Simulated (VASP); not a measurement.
A run of VASP 6.6.1 is set up as follows.

Contents of INCAR:

```
SYSTEM = Si
ALGO = Normal ; EDIFF = 1E-6
ENCUT = 520 ; ISIF = 2
ISMEAR = 0 ; LASPH = .TRUE.
LCHARG = .FALSE. ; LREAL = .FALSE.
LWAVE = .FALSE. ; NBANDS = 11
NELM = 80 ; PREC = Accurate
SIGMA = 0.05
```

KPOINTS

```
k-points
0
G
  12 12 12
  0 0 0
```

POSCAR

```
Si
1.0
    0.0000000000      2.5929346428      2.7009735863
    2.5929346428      0.0000000000      2.7009735863
    2.5929346428      2.5929346428      0.0000000000
Si
2
Direct
    0.5088856848      0.4911143152      0.4911143152
    0.7411143152      0.7588856848      0.7588856848
```

Potentials or basis: VASP PAW LDA potentials, release 64 (Si).

The run is started by

```console
$ cat potpaw_LDA.64/Si/POTCAR > POTCAR
$ mpirun -np 1 vasp_std > vasp.out
```

(1) What does it give for the pressure?

(2) Predict the band gap on the k mesh.

Answers

(1) 9.7 GPa.

(2) zero (band 4 reaches 7.24 eV, above the bottom of band 5 at 6.89 eV).

Caveat: forces of over 1 eV/Å act on the atoms, so gaps and moduli don't describe the material at rest.
